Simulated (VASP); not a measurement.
**AlN: single point with LDA**

The system is AlN.

```
Al N
1.0
     0.00000   -1.97203   -1.97203
     0.00000    1.97203   -1.97203
     3.94406    0.00000    0.00000
Al N
2 2
Direct
  0.51117 0.48883 0.00000
  0.98883 0.01117 0.50000
  0.49543 0.50457 0.50000
  0.00457 0.99543 0.00000
```

| Quantity | Value |
| --- | --- |
| Program | VASP 6.6.1 |
| Task | single point |
| Functional | LDA |
| Potentials or basis | VASP PAW LDA potentials, release 64 (Al, N) |
| Cutoff | 520 eV |
| k mesh | 8 × 8 × 6 |
| Occupations | gaussian, width 0.05 eV |
| Spin | no spin polarisation |
| Dipole correction | no |
| Further INCAR settings | ALGO = Normal; EDIFF = 1e-06; NBANDS = 16 |

```yaml
Pressure: 16.5 GPa
Largest_force: 0.576 eV/Å
Band_gap_on_the_k_mesh: 5.03 eV
```

Forces on the atoms (eV/Å):
```
Al   0.000  0.576  0.000
Al   0.000 -0.576  0.000
N    0.000 -0.052  0.000
N    0.000  0.052  0.000
```

Stress tensor (GPa, compression positive):
```
16.51  0.00  0.00
 0.00 16.75  0.00
 0.00  0.00 16.09
```

Levels at points of the mesh, in eV from the valence-band top:
```
           k point  band 5  band 6  band 7  band 8  band 9  band 10  band 11  band 12
(0.00, 0.00, 0.00)   -3.01   -0.01    0.00    0.00    5.05     5.20     6.88    12.18
(0.50, 0.00, 0.00)   -4.51   -4.49   -1.30   -1.26    8.72     8.92    10.67    11.07
(0.50, 0.50, 0.00)   -3.01   -3.01   -3.01   -3.01    5.03     5.05     5.18     5.20
(0.00, 0.00, 0.50)   -1.77   -1.77   -1.77   -1.77    7.33     7.33     8.52     8.52
(0.50, 0.00, 0.50)   -1.23   -1.23   -1.23   -1.23    6.60     6.60    11.40    11.40
(0.50, 0.50, 0.50)   -6.16   -6.16   -4.15   -4.15    8.72     8.72    11.00    11.00
```

It took 28 s on 1 thread of Intel(R) Xeon(R) Platinum 8259CL CPU @ 2.50GHz (Skylake/Cascade Lake), on a shared host, peak memory 0.15 GiB.

A k mesh can miss the band edges. A hybrid or GW would open this gap; LDA tends to underestimate it.
